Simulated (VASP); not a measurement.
Set up this calculation in VASP 6.6.1, as the native input.

- Task: relaxation of the atoms
- Functional: PBE
- Dispersion: D3(BJ)
- Potentials or basis: VASP PAW PBE potentials, release 64 (Zn, O)
- Cutoff: 520 eV
- k mesh: 2 × 2 × 2
- Occupations: gaussian, width 0.02 eV
- Spin: no spin polarisation
- Dipole correction: no
- Further INCAR settings: LREAL = Auto; ALGO = Normal; EDIFF = 1e-06; IBRION = 2; EDIFFG = -0.03; NSW = 80

The structure of Zn7O8 (a cell with a defect) lies in POSCAR:

```
Zn7O8
1.0
   -3.3510000000     -5.8041020000      0.0000000000
    5.0265000000     -2.9020510000      0.0000000000
    0.0000000000      0.0000000000      5.2260000000
Zn O
7 8
Direct
    0.5000000300      0.6666666900      0.5000000000
    0.2500000200      0.8333333500      0.0000000000
    0.2500000100      0.1666666700      0.5000000000
    0.0000000100      0.3333333400      0.0000000000
    0.0000000100      0.6666666700      0.5000000000
    0.7500000400      0.8333333600      0.0000000000
    0.5000000200      0.3333333500      0.0000000000
    0.5000000200      0.3333333500      0.3750000000
    0.5000000300      0.6666666900      0.8750000000
    0.2500000200      0.8333333500      0.3750000000
    0.2500000100      0.1666666700      0.8750000000
    0.0000000100      0.3333333400      0.3750000000
    0.0000000100      0.6666666700      0.8750000000
    0.7500000400      0.8333333600      0.3750000000
    0.7500000300      0.1666666900      0.8750000000
```

The input as run:

INCAR

```
SYSTEM = Zn7O8
PREC = Accurate
ENCUT = 520
EDIFF = 1E-6
ISMEAR = 0
SIGMA = 0.02
LREAL = Auto
LASPH = .True.
NELM = 100
ALGO = Normal
ISIF = 2
LWAVE = .False.
LCHARG = .False.
GGA = PE
IVDW = 12
IBRION = 2
NSW = 80
EDIFFG = -0.03
```

KPOINTS

```
Automatic mesh
0
Gamma
  2 2 2
  0 0 0
```

Potentials or basis: VASP PAW PBE potentials, release 64 (Zn, O).

Run with:

```sh
$ cat potpaw_PBE.64/Zn/POTCAR potpaw_PBE.64/O/POTCAR > POTCAR
$ mpirun -np 1 vasp_std > vasp.out
```

It gave:

The energy gained by relaxing is 42.4 meV/atom and the ionic steps are 13. The pressure after relaxing is -4.5 GPa. The largest force after relaxing is 0.024 eV/Å, the band gap on the k mesh is zero (bands 66 and 67 overlap by 0.30 eV) and the dispersion energy per atom is -0.182 eV.

Caveat: the k points lie up to 0.60 Å⁻¹ apart.

Run time: 66 min on 1 thread of Oxide Virtual Turin-like Processor, with other jobs on the host, peak memory 0.33 GiB.
